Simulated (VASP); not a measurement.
RbH2, 6 atoms in the cell. The structure is tetragonal, space group P4_2/mnm (No. 136). The conventional cell has a = 5.942 Å, b = 5.942 Å, c = 6.946 Å, α = 90.00°, β = 90.00°, γ = 90.00°. Within 4.6 Å of Rb (site symmetry mmm) lie 12 H at 3.49 to 4.58 Å. H (site symmetry m2m) has 1 H at 0.76 Å within 1.0 Å. 

```yaml
Program: VASP 6.6.1
Task: relaxation of cell and atoms
Functional: PBE
Potentials_or_basis: VASP PAW PBE potentials, release 64 (Rb_sv, H)
Cutoff: 600 eV
k_mesh: 6 × 6 × 6
Occupations: gaussian, width 0.1 eV
Spin: no spin polarisation
Dipole_correction: no
Further_INCAR_settings: ALGO = Normal; EDIFF = 1e-06; IBRION = 2; EDIFFG = -0.01; NSW = 100; ISIF = 3
```

Potentials or basis: VASP PAW PBE potentials, release 64 (Rb_sv, H).

Run with:

```console
$ cat potpaw_PBE.64/Rb_sv/POTCAR potpaw_PBE.64/H/POTCAR > POTCAR
$ mpirun -np 1 vasp_std > vasp.out
```

Hardware: 1 thread of AMD EPYC 9R45 96-Core Processor (Zen 5) (shared host).

How long does it take, and how much memory?

Wall time 12 min on 1 thread of AMD EPYC 9R45 96-Core Processor (Zen 5) (shared host), peak memory 0.44 GiB. Counts: scf iterations 90, k points 40, ion steps 14.
